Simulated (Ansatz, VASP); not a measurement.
## Ag: VASP beside Ansatz

```
Ag
1.0
     0.00000   -3.26854    0.00000
    -3.26854    0.00000    0.00000
     0.00000    0.00000   -3.26854
Ag
2
Direct
  0.50000 0.50000 0.50000
  0.00000 0.00000 0.00000
```

Alike in both runs: task single point; functional r2SCAN; k mesh 10 × 10 × 10; occupations gaussian, width 0.15 eV; no spin polarisation.

|  | VASP | Ansatz |
| --- | --- | --- |
| version | VASP 6.6.1 | Ansatz 0.2.0 |
| potentials or method | VASP PAW PBE potentials, release 64 (Ag), cutoff 520 eV | scalar-relativistic, plane waves, PAW |
| valence electrons in the cell | 22 | 38 |

```tsv
	VASP	Ansatz	Ansatz less VASP
gap on the k mesh at the Fermi level (eV)	none	none	-
pressure (GPa)	-0.1	-0.2	-0.13
```

VASP's potentials were made for PBE, not for r2SCAN. A gap of «none» marks a metal or a gap that the smearing closes. With one functional, cell and mesh, what is left measures potentials, basis and numerics. VASP's potentials hold 22 valence electrons a cell and Ansatz's 38, so a difference there can come from the potentials and not from the codes.
